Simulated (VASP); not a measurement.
# Ru (Fm-3m) in VASP: further runs

The runs below take Ru through relaxation of cell and atoms, single point, with BLYP.

All numbers are computed with VASP 6.6.1; they aren't measurements. Logs are shortened: lines on timing, memory, paths and dates and some standing lists are left out, and cuts for length are marked.

## Step 1: The cell of the first run

The structure is cubic, space group Fm-3m (No. 225). The conventional cell has a = 3.785 Å, b = 3.785 Å, c = 3.785 Å, α = 90.00°, β = 90.00°, γ = 90.00°. Within 3.5 Å of Ru (site symmetry m-3m) lie 12 Ru at 2.68 Å.

## Step 2: Relaxation of cell and atoms, BLYP

INCAR reads:

```
SYSTEM = Ru
  PREC = Accurate
  ENCUT = 600
  EDIFF = 1E-6
  ISMEAR = -1
  SIGMA = 0.1
  LREAL = .FALSE.
  LASPH = .TRUE.
  NELM = 100
  ALGO = Normal
  ISIF = 3
  LWAVE = .FALSE.
  LCHARG = .FALSE.
  GGA = B5
  ALDAX = 1.0
  AGGAX = 1.0
  AGGAC = 1.0
  ALDAC = 0.0
  IBRION = 2
  NSW = 80
  EDIFFG = -0.01
```

KPOINTS reads:

```
regular mesh
0
G
  14 14 14
  0 0 0
```

POSCAR reads:

```
Ru
1.0
    0.0000000000      1.8924348942      1.8924348942
    1.8924348942      0.0000000000      1.8924348942
    1.8924348942      1.8924348942      0.0000000000
Ru
1
Direct
    0.0000000000      0.0000000000      0.0000000000
```

Potentials or basis: VASP PAW PBE potentials, release 64 (Ru_pv).

Launch:

```bash
$ cat potpaw_PBE.64/Ru_pv/POTCAR > POTCAR
$ mpirun -np 1 vasp_std > vasp.out
```

OUTCAR:

```text
SYSTEM = Ru
   PREC = Accurate
   ENCUT = 600
   EDIFF = 1E-6
   ISMEAR = -1
   LREAL = .FALSE.
   LASPH = .TRUE.
   NELM = 100
   ISIF = 3
   GGA = B5
   IBRION = 2
   NSW = 80
   EDIFFG = -0.01

 ion  position               nearest neighbor table
   1  0.000  0.000  0.000-

  LATTYP: Found a face centered cubic cell.
 ALAT       =     3.7848697884

  Lattice vectors:

 A1 = (   0.0000000000,   1.8924348942,   1.8924348942)
 A2 = (   1.8924348942,   0.0000000000,   1.8924348942)
 A3 = (   1.8924348942,   1.8924348942,   0.0000000000)

Analysis of symmetry for initial positions (statically):
=====================================================================
 Subroutine PRICEL returns:
 Original cell was already a primitive cell.

 Routine SETGRP: Setting up the symmetry group for a
 face centered cubic supercell.

 Subroutine GETGRP returns: Found 48 space group operations
 (whereof 48 operations were pure point group operations)
 out of a pool of 48 trial point group operations.

The static configuration has the point symmetry O_h .

Analysis of symmetry for dynamics (positions and initial velocities):
=====================================================================
 Subroutine PRICEL returns:
 Original cell was already a primitive cell.

 Routine SETGRP: Setting up the symmetry group for a
 face centered cubic supercell.

 Subroutine GETGRP returns: Found 48 space group operations
 (whereof 48 operations were pure point group operations)
 out of a pool of 48 trial point group operations.

The dynamic configuration has the point symmetry O_h .

 Subroutine INISYM returns: Found 48 space group operations
 (whereof 48 operations are pure point group operations),
 and found     1 'primitive' translations

----------------------------------------------------------------------------------------

                                     Primitive cell

  volume of cell :      13.5548

  direct lattice vectors                    reciprocal lattice vectors
     0.000000000  1.892434894  1.892434894    -0.264209882  0.264209882  0.264209882
     1.892434894  0.000000000  1.892434894     0.264209882 -0.264209882  0.264209882
     1.892434894  1.892434894  0.000000000     0.264209882  0.264209882 -0.264209882

  length of vectors
     2.676307093  2.676307093  2.676307093     0.457624939  0.457624939  0.457624939

  position of ions in fractional coordinates (direct lattice)
     0.000000000  0.000000000  0.000000000

  ion indices of the primitive-cell ions
   primitive index   ion index
                 1           1

----------------------------------------------------------------------------------------

 KPOINTS: regular mesh

Automatic generation of k-mesh.
 Grid dimensions read from file:
 generate k-points for:   14   14   14

 Generating k-lattice:

  Cartesian coordinates                     Fractional coordinates (reciprocal lattice)
    -0.018872134  0.018872134  0.018872134     0.071428571  0.000000000  0.000000000
     0.018872134 -0.018872134  0.018872134     0.000000000  0.071428571  0.000000000
     0.018872134  0.018872134 -0.018872134     0.000000000  0.000000000  0.071428571

  Length of vectors
     0.032687496  0.032687496  0.032687496

  Shift w.r.t. Gamma in fractional coordinates (k-lattice)
     0.000000000  0.000000000  0.000000000

 Subroutine IBZKPT returns following result:
 ===========================================

 Found    104 irreducible k-points:

 Following reciprocal coordinates:
            Coordinates               Weight
  0.000000  0.000000  0.000000      1.000000
  0.071429  0.000000  0.000000      8.000000
  0.142857  0.000000  0.000000      8.000000
  0.214286  0.000000  0.000000      8.000000
  0.285714  0.000000  0.000000      8.000000
  0.357143  0.000000  0.000000      8.000000
[... 16 lines left out ...]
  0.214286  0.142857  0.000000     24.000000
  0.285714  0.142857  0.000000     24.000000
 [... further k-points ...]
   k-points           NKPTS =    104   k-points in BZ     NKDIM =    104   number of bands    NBANDS=     11
   number of dos      NEDOS =    301   number of ions     NIONS =      1
   total plane-waves  NPLWV =  13824
   dimension x,y,z NGX =    24 NGY =   24 NGZ =   24
   dimension x,y,z NGXF=    48 NGYF=   48 NGZF=   48
   ions per type =               1
   NGX,Y,Z   is equivalent  to a cutoff of  14.91, 14.91, 14.91 a.u.
   NGXF,Y,Z  is equivalent  to a cutoff of  29.82, 29.82, 29.82 a.u.
 SYSTEM =  Ru
   PREC   = accura    normal or accurate (medium, high low for compatibility)
   ISTART =      0    job   : 0-new  1-cont  2-samecut
   ICHARG =      2    charge: 1-file 2-atom 10-const
   ISPIN  =      1    spin polarized calculation?
   LNONCOLLINEAR =      F non collinear calculations
   LSORBIT =      F    spin-orbit coupling
   LASPH  =      T    aspherical Exc in radial PAW
   ENCUT  =  600.0 eV  44.10 Ry    6.64 a.u.   5.35  5.35  5.35*2*pi/ulx,y,z
   NELM   =    100;   NELMIN=  2; NELMDL= -5     # of ELM steps
   EDIFF  = 0.1E-05   stopping-criterion for ELM
   LREAL  =      F    real-space projection
   EDIFFG = -.1E-01   stopping-criterion for IOM
   NSW    =     80    number of steps for IOM
   IBRION =      2    ionic relax: 0-MD 1-quasi-New 2-CG
   NFREE  =      1    steps in history (QN), initial steepest desc. (CG)
   ISIF   =      3    stress and relaxation
   ISYM   =      2    0-nonsym 1-usesym 2-fastsym
   POTIM  = 0.5000    time-step for ionic-motion
   TEBEG  =    0.0;   TEEND  =   0.0 temperature during run
   PSTRESS=    0.0 pullay stress
   NELECT =      14.0000    total number of electrons
   NUPDOWN=      -1.0000    fix difference up-down
   EMIN   =  10.00;   EMAX   =-10.00  energy-range for DOS
   EFERMI =   0.00;   METHOD = LEGACY
   ISMEAR =    -1;   SIGMA  =   0.10  broadening in eV -4-tet -1-fermi 0-gaus
   EFERMI_NEDOS =   21; number of points for ismear=-14 and -15
   IALGO  =     38    algorithm
   IMIX   =      4    mixing-type and parameters
     AMIX     =   0.40;   BMIX     =  1.00
     AMIX_MAG =   1.60;   BMIX_MAG =  1.00
  volume/ion in A,a.u.               =      13.55        91.47
  Fermi-wavevector in a.u.,A,eV,Ry     =   1.654829  3.127174 37.259015  2.738460
  Thomas-Fermi vector in A             =   2.743030
   LORBIT       =      0    0 simple, 1 ext, 2 COOP (PROOUT), +10 PAW based schemes
   GGA     = B5    functional components
   LHFCALC =     F    Hartree Fock is set to
   AEXX    =    0.0000 exact exchange contribution
   IVDW    =     0    specifies the selected vdW correction
   LEPSILON=     F    determine dielectric tensor
   LRPA    =     F    only Hartree local field effects (RPA)
 conjugate gradient relaxation of ions
 non-spin polarized calculation
  energy-cutoff  :      600.00
  volume of cell :       13.55
 maximum number of plane-waves:       465
 NGX is ok and might be reduce to    24
   NGX = 11   NGY = 11   NGZ = 11

--------------------------------------- Ionic step        1  -------------------------------------------

 number of electron      14.0000002 magnetization

 Free energy of the ion-electron system (eV)
  ---------------------------------------------------
  ext. energy  EPLUGINS =         0.00000000
  ---------------------------------------------------
  free energy    TOTEN  =        -7.77332727 eV

  energy without entropy =       -7.73186137  energy(sigma->0) =       -7.75259432

------------------------ aborting loop because EDIFF is reached ----------------------------------------

  FORCE on cell =-STRESS in cart. coord.  units (eV):
  Direction    XX          YY          ZZ          XY          YZ          ZX
  --------------------------------------------------------------------------------------
  -------------------------------------------------------------------------------------
  Total        1.8676654      1.8676654      1.8676654     -0.0000000      0.0000000      0.0000000
  in kB      220.7581844    220.7581844    220.7581844     -0.0000000      0.0000000      0.0000000
  external PRESSURE =     220.7581844 kB  Pullay stress =       0.0000000 kB
[... 20 lines left out ...]
  energy  without entropy=       -7.7318613719  energy(sigma->0) =       -7.75259432

--------------------------------------- Ionic step        2  -------------------------------------------

 number of electron      14.0000003 magnetization

 E-fermi :   9.1232     XC(G=0): -11.9431

 val. band max:        9.1092298309   @ k =   0.3571   0.2143   0.0714
 cond. band min:       9.1432301558   @ k =  -0.1429   0.0714   0.0000
 fundamental gap:      0.0340003249
 Fermi energy:         9.1232032133

 k-point     1 :       0.0000    0.0000    0.0000
  band No.  band energies     occupation
      1     -33.0493      2.00000
      2     -33.0493      2.00000
      3     -33.0493      2.00000
      4       2.8966      2.00000
      5       7.3615      2.00000
      6       7.3615      2.00000
      7       7.3615      2.00000
      8       8.9812      1.61084
      9       8.9812      1.61084
     10      19.6991      0.00000
     11      24.3867      0.00000
[... 385 lines left out ...]
  FREE ENERGIE OF THE ION-ELECTRON SYSTEM (eV)
  ---------------------------------------------------
  free  energy   TOTEN  =        -7.8366107819 eV

  energy  without entropy=       -7.7911247244  energy(sigma->0) =       -7.81386775

[... ionic steps 4 to 14 ...]

--------------------------------------- Ionic step       15  -------------------------------------------

 number of electron      14.0000000 magnetization

------------------------ aborting loop because EDIFF is reached ----------------------------------------

  FORCE on cell =-STRESS in cart. coord.  units (eV):
  Direction    XX          YY          ZZ          XY          YZ          ZX
  --------------------------------------------------------------------------------------
  -------------------------------------------------------------------------------------
  Total        0.0164618      0.0164618      0.0164618     -0.0000000      0.0000000      0.0000000
  in kB        1.8140775      1.8140775      1.8140775     -0.0000000      0.0000000      0.0000000
  external PRESSURE =       1.8140775 kB  Pullay stress =       0.0000000 kB
[... 55 lines left out ...]
  energy  without entropy=       -7.7917931421  energy(sigma->0) =       -7.81437322

--------------------------------------- Ionic step       17  -------------------------------------------

 number of electron      14.0000000 magnetization

 Free energy of the ion-electron system (eV)
  ---------------------------------------------------
  ext. energy  EPLUGINS =         0.00000000
  ---------------------------------------------------
  free energy    TOTEN  =        -7.83695493 eV

  energy without entropy =       -7.79178356  energy(sigma->0) =       -7.81436925

 E-fermi :  12.0627     XC(G=0): -13.0338

 val. band max:       12.0465330539   @ k =  -0.4286   0.0714   0.0000
 cond. band min:      12.0633545802   @ k =   0.3571   0.2143   0.0714
 fundamental gap:      0.0168215263
 Fermi energy:        12.0627390400

 k-point     1 :       0.0000    0.0000    0.0000
  band No.  band energies     occupation
      1     -30.1817      2.00000
      2     -30.1817      2.00000
      3     -30.1817      2.00000
      4       4.7902      2.00000
      5       9.7402      2.00000
      6       9.7402      2.00000
      7       9.7402      2.00000
      8      11.9228      1.60430
      9      11.9228      1.60430
     10      22.4039      0.00000
     11      27.4493      0.00000
[... 350 lines left out ...]
  FREE ENERGIE OF THE ION-ELECTRON SYSTEM (eV)
  ---------------------------------------------------
  free  energy   TOTEN  =        -7.8369549297 eV

  energy  without entropy=       -7.7917835642  energy(sigma->0) =       -7.81436925

 reached required accuracy - stopping structural energy minimisation
```

Run time: 95 s. Hardware: 1 thread of Intel Xeon Platinum 8375C at 2.90GHz (Ice Lake), shared host; peak memory 0.16 GiB.

What came out:

- Free energy: -7.8370 eV
- Relaxed volume: 14.54 Å³/atom
- Relaxed cell: a = 2.740 Å, b = 2.740 Å, c = 2.740 Å, α = 60.00°, β = 60.00°, γ = 60.00°
- Space group after relaxing (to 0.05 Å): Fm-3m (No. 225)
- Energy gained by relaxing: 63.6 meV/atom
- Ionic steps: 17
- Pressure after relaxing: 0.1 GPa
- Band gap on the k mesh: zero (band 7 reaches 14.08 eV, above the bottom of band 8 at 11.01 eV)

Step by step:
| step | energy change (eV) | largest force (eV/Å) | pressure (GPa) | volume (Å³) |
| --- | --- | --- | --- | --- |
| 1 | 0.0000 | 0.0000 | 22.08 | 13.55 |
| 2 | 0.2842 | 0.0000 | -30.51 | 17.56 |
| 3 | -0.0633 | 0.0000 | -1.37 | 14.63 |
| 4 | -0.0636 | 0.0000 | -0.18 | 14.56 |
| 5 | -0.0636 | 0.0000 | 0.19 | 14.54 |
| 6 | -0.0636 | 0.0000 | 0.20 | 14.54 |
| 7 | -0.0636 | 0.0000 | 0.21 | 14.54 |
| 8 | -0.0636 | 0.0000 | 0.17 | 14.54 |
| 9 | -0.0636 | 0.0000 | 0.16 | 14.54 |
| 10 | -0.0636 | 0.0000 | 0.16 | 14.54 |
| 11 | -0.0636 | 0.0000 | 0.16 | 14.54 |
| 12 | -0.0636 | 0.0000 | 0.17 | 14.54 |
| 13 | -0.0636 | 0.0000 | 0.17 | 14.54 |
| 14 | -0.0636 | 0.0000 | 0.17 | 14.54 |
| 15 | -0.0636 | 0.0000 | 0.18 | 14.54 |
| 16 | -0.0636 | 0.0000 | 0.12 | 14.54 |
| 17 | -0.0636 | 0.0000 | 0.07 | 14.54 |

Final structure:
```xyz
1
Lattice="0.0000 1.9374 1.9374 1.9374 0.0000 1.9374 1.9374 1.9374 0.0000" Properties=species:S:1:pos:R:3 pbc="T T T"
Ru    0.0000    0.0000    0.0000
```

Caveat: the PAW data sets were made with another functional, which shifts forces and pressure a little.

## Step 3: Single point, BLYP

This run uses another cell than the first one, of 14.51 Å³/atom, 1.071 times its volume.

INCAR reads:

```
PREC = Accurate ; ENCUT = 520
EDIFF = 1E-6 ; ISMEAR = -1
SIGMA = 0.1 ; LREAL = F
LASPH = T ; NELM = 100
ALGO = Normal ; ISIF = 2
LWAVE = F ; LCHARG = T
GGA = B5 ; ALDAX = 1.0
AGGAX = 1.0 ; AGGAC = 1.0
ALDAC = 0.0 ; LELF = T
LVHAR = T ; NBANDS = 13
```

KPOINTS reads:

```
regular mesh
0
Gamma
  23 23 23
```

POSCAR reads:

```
Ru
1.0
    0.0000000000      1.9359458029      1.9359458029
    1.9359458029      0.0000000000      1.9359458029
    1.9359458029      1.9359458029      0.0000000000
Ru
1
Direct
    0.0000000000      0.0000000000      0.0000000000
```

Potentials or basis: VASP PAW PBE potentials, release 64 (Ru_pv).

Launch:

```bash
$ cat potpaw_PBE.64/Ru_pv/POTCAR > POTCAR
$ mpirun -np 1 vasp_std > vasp.out
```

Wall time 31 s (1 thread of Intel Xeon Platinum 8375C at 2.90GHz (Ice Lake), shared host); peak memory 0.18 GiB.

It converged, with:

```yaml
Free_energy: -7.8404 eV
Pressure: 0.5 GPa
Band_gap_on_the_k_mesh: zero (band 7 reaches 14.08 eV, above the bottom of band 8 at 10.99 eV)
```

Levels at points of the mesh, in eV from the Fermi level:
```
           k point  band 3  band 4  band 5  band 6  band 7  band 8  band 9  band 10  band 11  band 12
(0.00, 0.00, 0.00)  -42.27   -7.31   -2.35   -2.35   -2.35   -0.16   -0.16    10.31    15.36    20.64
```

Caveat: the PAW data sets were made with another functional, which shifts forces and pressure a little.
